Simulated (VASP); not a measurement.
Crystal: Nd3Si2I.

```
CELL_PARAMETERS angstrom
5.09263 0.00000 0.00000
-2.54632 4.41035 0.00000
0.00000 0.00000 6.37726
ATOMIC_POSITIONS crystal
Nd 0.33333 0.66667 0.72378
Nd 0.66667 0.33333 0.27622
Nd 0.00000 0.00000 0.00000
Si 0.33333 0.66667 0.21914
Si 0.66667 0.33333 0.78086
I 0.00000 0.00000 0.50000
```

The cell was built from a structure type or drawn by symmetry, and may not be a known phase.

| Property | Result |
| --- | --- |
| Program | VASP 6.6.1 |
| Task | relaxation of cell and atoms |
| Functional | PBE |
| Potentials or basis | VASP PAW PBE potentials, release 64 (Nd_3, Si, I), 4f in core |
| Cutoff | 500 eV |
| k mesh | 3 × 3 × 2 |
| Occupations | gaussian, width 0.15 eV |
| Spin | no spin polarisation |

At the start: pressure 9.1 GPa; volume 23.87 Å³/atom.

Task: How do energy, volume and symmetry change on relaxing?

Result: Over 11 steps the energy falls by 135.6 meV/atom and the volume is 26.92 Å³/atom (+12.8 %); space group P-3m1 (No. 164, to 0.1 Å) before and after.

Step by step:
```
step  energy change (eV)  largest force (eV/Å)  pressure (GPa)  volume (Å³)
   1              0.0000                0.9131            9.13       143.24
   2             -0.5205                0.3991           -3.57       173.21
   3             -0.6117                0.5129           -0.76       163.73
   4             -0.7105                0.3258           -0.52       162.46
   5             -0.7387                0.3299            1.51       158.14
   6             -0.7982                0.1260            0.09       160.59
   7             -0.8043                0.1750            0.46       159.83
   8             -0.8047                0.1643            0.38       159.98
   9             -0.8092                0.1262           -0.24       161.69
  10             -0.8093                0.1227           -0.29       161.85
  11             -0.8137                0.0755           -0.20       161.53
```

Final structure:
```
Nd Si I
1.0
     5.50779    0.00000    0.00000
    -2.75390    4.76989    0.00000
     0.00000    0.00000    6.14845
Nd Si I
3 2 1
Cartesian
  0.0000 3.1799 4.3811
  2.7539 1.5900 1.7674
  0.0000 0.0000 0.0000
  0.0000 3.1799 1.2361
  2.7539 1.5900 4.9123
  0.0000 0.0000 3.0742
```

Caveat: the k points lie up to 0.51 Å⁻¹ apart in the final cell; the run has no spin polarisation, though such a crystal can be magnetic; the relaxation stopped at a loose force limit of 0.08 eV/Å, so its end isn't a converged minimum.
